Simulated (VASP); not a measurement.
# SiGe3 (P4/mmm) in VASP: a series of runs

SiGe3 is run at these levels: PBE; tasks: single point.

All numbers are computed with VASP 6.6.1; they aren't measurements. Logs are shortened: lines on timing, memory, paths and dates and some standing lists are left out, and cuts for length are marked.

## Step 1: The cell of the first run

Symmetry: P4/mmm, No. 123, tetragonal system. The conventional cell has a = 2.956 Å, b = 2.956 Å, c = 8.361 Å, α = 90.00°, β = 90.00°, γ = 90.00°. Within 3.9 Å of Si (site symmetry 4/mmm) lie 4 Si at 2.96 Å and 8 Ge at 2.96 Å. Ge (site symmetry 4mm) has 8 Ge at 2.96 Å and 4 Si at 2.96 Å within 3.9 Å. Within 3.9 Å of Ge (site symmetry 4/mmm) lie 12 Ge at 2.96 Å.

## Step 2: Single point, PBE

File INCAR:

```
PREC = Accurate
ENCUT = 520
EDIFF = 1E-6
ISMEAR = 0
SIGMA = 0.1
LREAL = F
LASPH = T
NELM = 100
ALGO = Normal
ISIF = 2
LWAVE = F
LCHARG = F
GGA = PE
NBANDS = 31
```

File KPOINTS:

```
Automatic mesh
0
Gamma
  6 6 2
```

File POSCAR:

```
SiGe3
1.0
    2.9559021900      0.0000000000      0.0000000000
    0.0000000000      2.9559021900      0.0000000000
    0.0000000000      0.0000000000      8.3605539500
Si Ge
1 3
Direct
    0.5000000000      0.5000000000      0.5000000000
    0.0000000000      0.0000000000      0.7500000000
    0.5000000000      0.5000000000      0.0000000000
    0.0000000000      0.0000000000      0.2500000000
```

Potentials or basis: VASP PAW PBE potentials, release 64 (Si, Ge_d).

Launch:

```sh
$ cat potpaw_PBE.64/Si/POTCAR potpaw_PBE.64/Ge_d/POTCAR > POTCAR
$ mpirun -np 1 vasp_std > vasp.out
```

OUTCAR:

```text
PREC = Accurate
   ENCUT = 520
   EDIFF = 1E-6
   ISMEAR = 0
   LREAL = F
   LASPH = T
   NELM = 100
   ISIF = 2
   GGA = PE

 ion  position               nearest neighbor table
   1  0.500  0.500  0.500-   2 2.96   4 2.96   2 2.96   4 2.96   2 2.96   4 2.96   2 2.96   4 2.96

   2  0.000  0.000  0.750-   1 2.96   1 2.96   1 2.96   1 2.96
   3  0.500  0.500  0.000-
   4  0.000  0.000  0.250-   1 2.96   1 2.96   1 2.96   1 2.96

  LATTYP: Found a simple tetragonal cell.
 ALAT       =     2.9559021900
 C/A-ratio  =     2.8284271307

  Lattice vectors:

 A1 = (   2.9559021900,   0.0000000000,   0.0000000000)
 A2 = (   0.0000000000,   2.9559021900,   0.0000000000)
 A3 = (   0.0000000000,   0.0000000000,   8.3605539500)

Analysis of symmetry for initial positions (statically):
=====================================================================
 Subroutine PRICEL returns:
 Original cell was already a primitive cell.

 Routine SETGRP: Setting up the symmetry group for a
 simple tetragonal supercell.

 Subroutine GETGRP returns: Found 16 space group operations
 (whereof 16 operations were pure point group operations)
 out of a pool of 16 trial point group operations.

The static configuration has the point symmetry D_4h.

Analysis of symmetry for dynamics (positions and initial velocities):
=====================================================================
 Subroutine PRICEL returns:
 Original cell was already a primitive cell.

 Routine SETGRP: Setting up the symmetry group for a
 simple tetragonal supercell.

 Subroutine GETGRP returns: Found 16 space group operations
 (whereof 16 operations were pure point group operations)
 out of a pool of 16 trial point group operations.

The dynamic configuration has the point symmetry D_4h.

 Subroutine INISYM returns: Found 16 space group operations
 (whereof 16 operations are pure point group operations),
 and found     1 'primitive' translations

----------------------------------------------------------------------------------------

                                     Primitive cell

  volume of cell :      73.0492

[... 81 lines left out ...]
   ISPIN  =      1    spin polarized calculation?
   LNONCOLLINEAR =      F non collinear calculations
   LSORBIT =      F    spin-orbit coupling
   LASPH  =      T    aspherical Exc in radial PAW
   ENCUT  =  520.0 eV  38.22 Ry    6.18 a.u.   5.50  5.50 15.55*2*pi/ulx,y,z
   NELM   =    100;   NELMIN=  2; NELMDL= -5     # of ELM steps
   EDIFF  = 0.1E-05   stopping-criterion for ELM
   LREAL  =      F    real-space projection
   EDIFFG = 0.1E-04   stopping-criterion for IOM
   NSW    =      0    number of steps for IOM
   IBRION =     -1    ionic relax: 0-MD 1-quasi-New 2-CG
   NFREE  =      0    steps in history (QN), initial steepest desc. (CG)
   ISIF   =      2    stress and relaxation
   ISYM   =      2    0-nonsym 1-usesym 2-fastsym
   POTIM  = 0.5000    time-step for ionic-motion
   TEBEG  =    0.0;   TEEND  =   0.0 temperature during run
   PSTRESS=    0.0 pullay stress
   NELECT =      46.0000    total number of electrons
   NUPDOWN=      -1.0000    fix difference up-down
   EMIN   =  10.00;   EMAX   =-10.00  energy-range for DOS
   EFERMI =   0.00;   METHOD = LEGACY
   ISMEAR =     0;   SIGMA  =   0.10  broadening in eV -4-tet -1-fermi 0-gaus
   EFERMI_NEDOS =   21; number of points for ismear=-14 and -15
   IALGO  =     38    algorithm
   IMIX   =      4    mixing-type and parameters
     AMIX     =   0.40;   BMIX     =  1.00
     AMIX_MAG =   1.60;   BMIX_MAG =  1.00
  volume/ion in A,a.u.               =      18.26       123.24
  Fermi-wavevector in a.u.,A,eV,Ry     =   1.403209  2.651681 26.789813  1.968996
  Thomas-Fermi vector in A             =   2.525894
   LORBIT       =      0    0 simple, 1 ext, 2 COOP (PROOUT), +10 PAW based schemes
   GGA     = PE    functional components
   LHFCALC =     F    Hartree Fock is set to
   AEXX    =    0.0000 exact exchange contribution
   IVDW    =     0    specifies the selected vdW correction
   LEPSILON=     F    determine dielectric tensor
   LRPA    =     F    only Hartree local field effects (RPA)
 non-spin polarized calculation
 Gauss-broadening in eV      SIGMA  =   0.10
  energy-cutoff  :      520.00
  volume of cell :       73.05
 maximum number of plane-waves:      2007
 NGX is ok and might be reduce to    24
   NGX = 11   NGY = 11   NGZ = 31

 number of electron      46.0000055 magnetization

 Free energy of the ion-electron system (eV)
  ---------------------------------------------------
  ext. energy  EPLUGINS =         0.00000000
  ---------------------------------------------------
  free energy    TOTEN  =       -16.99742872 eV

  energy without entropy =      -16.98792753  energy(sigma->0) =      -16.99267812

 E-fermi :   7.1680     XC(G=0): -11.1647

 val. band max:        7.1613078058   @ k =   0.5000   0.0000   0.0000
 cond. band min:       7.1816377600   @ k =   0.1667   0.1667   0.5000
 fundamental gap:      0.0203299543
 Fermi energy:         7.1679920626

 k-point     1 :       0.0000    0.0000    0.0000
  band No.  band energies     occupation
      1     -17.6271      2.00000
      2     -17.5824      2.00000
      3     -17.5717      2.00000
      4     -17.5623      2.00000
      5     -17.5505      2.00000
      6     -17.5505      2.00000
[... 669 lines left out ...]
     30       8.0961      0.00000
     31       8.1126      0.00000

------------------------ aborting loop because EDIFF is reached ----------------------------------------

  FORCE on cell =-STRESS in cart. coord.  units (eV):
  Direction    XX          YY          ZZ          XY          YZ          ZX
  --------------------------------------------------------------------------------------
  -------------------------------------------------------------------------------------
  Total        0.3558887      0.3558887      1.0123093      0.0000000      0.0000000      0.0000000
  in kB        7.8056593      7.8056593     22.2028447      0.0000000      0.0000000      0.0000000
  external PRESSURE =      12.6047211 kB  Pullay stress =       0.0000000 kB

 VOLUME and BASIS-vectors are now :
 -----------------------------------------------------------------------------
  energy-cutoff  :      520.00
  volume of cell :       73.05
      direct lattice vectors                 reciprocal lattice vectors
     2.955902190  0.000000000  0.000000000     0.338306187  0.000000000  0.000000000
     0.000000000  2.955902190  0.000000000     0.000000000  0.338306187  0.000000000
     0.000000000  0.000000000  8.360553950     0.000000000  0.000000000  0.119609299

 POSITION                                       TOTAL-FORCE (eV/Angst)
 -----------------------------------------------------------------------------------
      1.47795      1.47795      4.18028         0.000000      0.000000      0.000000
      0.00000      0.00000      6.27042         0.000000      0.000000     -0.527806
      1.47795      1.47795      0.00000         0.000000      0.000000      0.000000
      0.00000      0.00000      2.09014         0.000000     -0.000000      0.527806
 -----------------------------------------------------------------------------------
    total drift:                                0.000000     -0.000000     -0.000000

  FREE ENERGIE OF THE ION-ELECTRON SYSTEM (eV)
  ---------------------------------------------------
  free  energy   TOTEN  =       -16.9974287184 eV

  energy  without entropy=      -16.9879275283  energy(sigma->0) =      -16.99267812
```

It took 20 s on 1 thread of Intel Xeon 6975P-C (Granite Rapids), shared host; peak memory 0.19 GiB.

What came out:

```yaml
Free_energy: -16.9974 eV
Pressure: 1.3 GPa
Largest_force: 0.528 eV/Å
Band_gap_on_the_k_mesh: zero (bands 23 and 24 overlap by 6.15 eV)
```

Forces on the atoms (eV/Å):
```
Si   0.000  0.000  0.000
Ge   0.000  0.000 -0.528
Ge   0.000  0.000  0.000
Ge   0.000  0.000  0.528
```

Stress tensor (GPa, compression positive):
```
0.78 0.00 0.00
0.00 0.78 0.00
0.00 0.00 2.22
```

Caveat: the k points lie up to 0.38 Å⁻¹ apart, too coarse for converged energies and pressures of a metal.

## Step 3: Single point, PBE

This run uses another cell than the first one, of 18.69 Å³/atom.

File INCAR:

```
SYSTEM = SiGe3
PREC = Accurate ; ENCUT = 520
EDIFF = 1E-6 ; ISMEAR = 0
SIGMA = 0.1 ; LREAL = .False.
LASPH = .True. ; NELM = 80
ALGO = Normal ; ISIF = 2
LWAVE = .False. ; LCHARG = .True.
GGA = PE ; LELF = .True.
LVHAR = .True. ; NBANDS = 31
```

File KPOINTS:

```
Automatic mesh
0
Gamma
  6 6 2
  0 0 0
```

File POSCAR:

```
SiGe3
1.0
    2.9537293233      0.0000000000      0.0000000000
    0.0000000000      2.9537293233      0.0000000000
    0.0000000000      0.0000000000      8.5704173566
Si Ge
1 3
Direct
    0.5000000000      0.5000000000      0.5000000000
    0.0000000000      0.0000000000      0.7209969490
    0.5000000000      0.5000000000      0.0000000000
    0.0000000000      0.0000000000      0.2790030510
```

Potentials or basis: VASP PAW PBE potentials, release 64 (Si, Ge_d).

Launch:

```sh
$ cat potpaw_PBE.64/Si/POTCAR potpaw_PBE.64/Ge_d/POTCAR > POTCAR
$ mpirun -np 1 vasp_std > vasp.out
```

OUTCAR:

```text
SYSTEM = SiGe3
   PREC = Accurate
   ENCUT = 520
   EDIFF = 1E-6
   ISMEAR = 0
   LREAL = .False.
   LASPH = .True.
   NELM = 80
   ISIF = 2
   GGA = PE

 ion  position               nearest neighbor table
   1  0.500  0.500  0.500-   2 2.82   4 2.82   2 2.82   4 2.82   2 2.82   4 2.82   2 2.82   4 2.82

   2  0.000  0.000  0.721-   1 2.82   1 2.82   1 2.82   1 2.82
   3  0.500  0.500  0.000-
   4  0.000  0.000  0.279-   1 2.82   1 2.82   1 2.82   1 2.82

[... 874 lines left out ...]
  Direction    XX          YY          ZZ          XY          YZ          ZX
  --------------------------------------------------------------------------------------
  -------------------------------------------------------------------------------------
  Total       -0.1574264     -0.1574264     -0.0044438      0.0000000      0.0000000     -0.0000000
  in kB       -3.3732211     -3.3732211     -0.0952196      0.0000000      0.0000000     -0.0000000
  external PRESSURE =      -2.2805539 kB  Pullay stress =       0.0000000 kB

 VOLUME and BASIS-vectors are now :
 -----------------------------------------------------------------------------
  energy-cutoff  :      520.00
  volume of cell :       74.77
      direct lattice vectors                 reciprocal lattice vectors
     2.953729323  0.000000000  0.000000000     0.338555057  0.000000000  0.000000000
     0.000000000  2.953729323  0.000000000     0.000000000  0.338555057  0.000000000
     0.000000000  0.000000000  8.570417357     0.000000000  0.000000000  0.116680432

 POSITION                                       TOTAL-FORCE (eV/Angst)
 -----------------------------------------------------------------------------------
      1.47686      1.47686      4.28521         0.000000     -0.000000      0.000000
      0.00000      0.00000      6.17924        -0.000000      0.000000      0.000962
      1.47686      1.47686      0.00000         0.000000     -0.000000      0.000000
      0.00000      0.00000      2.39117         0.000000      0.000000     -0.000962
 -----------------------------------------------------------------------------------
    total drift:                                0.000000     -0.000000     -0.000000

  FREE ENERGIE OF THE ION-ELECTRON SYSTEM (eV)
  ---------------------------------------------------
  free  energy   TOTEN  =       -17.1555514517 eV

  energy  without entropy=      -17.1412653270  energy(sigma->0) =      -17.14840839
```

OSZICAR:

```text
N       E                     dE             d eps       ncg     rms          rms(c)
DAV:   1     0.364329567388E+03    0.36433E+03   -0.22476E+04  1540   0.391E+03
DAV:   2     0.442451268048E+02   -0.32008E+03   -0.30897E+03  1240   0.755E+02
DAV:   3    -0.145448393781E+02   -0.58790E+02   -0.57736E+02  1471   0.182E+02
DAV:   4    -0.172320029920E+02   -0.26872E+01   -0.26802E+01  1425   0.453E+01
DAV:   5    -0.172867719501E+02   -0.54769E-01   -0.54767E-01  1375   0.710E+00    0.296E+00
DAV:   6    -0.171818507377E+02    0.10492E+00   -0.40717E-01  1616   0.610E+00    0.167E+00
DAV:   7    -0.171624894122E+02    0.19361E-01   -0.83515E-02  1496   0.236E+00    0.103E+00
DAV:   8    -0.171554967014E+02    0.69927E-02   -0.23345E-02  1470   0.257E+00    0.139E-01
DAV:   9    -0.171555690346E+02   -0.72333E-04   -0.22726E-03  1394   0.433E-01    0.118E-01
DAV:  10    -0.171555849217E+02   -0.15887E-04   -0.45347E-04  1610   0.314E-01    0.488E-02
DAV:  11    -0.171555540759E+02    0.30846E-04   -0.71684E-05  1577   0.980E-02    0.837E-03
DAV:  12    -0.171555509768E+02    0.30991E-05   -0.13165E-05  1573   0.538E-02    0.367E-03
DAV:  13    -0.171555514517E+02   -0.47494E-06   -0.93742E-07   719   0.125E-02
   1 F= -.17155551E+02 E0= -.17148408E+02  d E =-.142861E-01
```

Wall time 18 s (1 thread of Intel Xeon 6975P-C (Granite Rapids), shared host); peak memory 0.19 GiB.

What came out:

```
Free energy            : -17.1556 eV
Pressure               : -0.2 GPa
Band gap on the k mesh : zero (bands 23 and 24 overlap by 5.39 eV)
```

Levels at points of the mesh, in eV from the Fermi level:
```
           k point  band 20  band 21  band 22  band 23  band 24  band 25  band 26  band 27
(0.00, 0.00, 0.00)    -4.39     2.42     2.42     3.36     4.17     4.70     4.70     5.00
(0.50, 0.00, 0.00)    -5.69    -5.45    -1.06    -0.57    -0.15    -0.13     5.91     6.24
(0.50, 0.50, 0.00)    -4.58    -4.35    -2.33    -2.33    -2.03    -2.03    -0.47    -0.40
(0.00, 0.00, 0.50)    -1.13    -0.34     2.54     2.54     3.86     3.86     5.37     5.90
(0.50, 0.00, 0.50)    -4.63    -3.99    -3.76    -2.95     2.70     3.33     3.99     4.65
(0.50, 0.50, 0.50)    -4.43    -4.43    -3.27    -3.27    -0.44    -0.44     0.23     0.27
```

Caveat: the k points lie up to 0.37 Å⁻¹ apart, too coarse for converged energies and pressures of a metal.
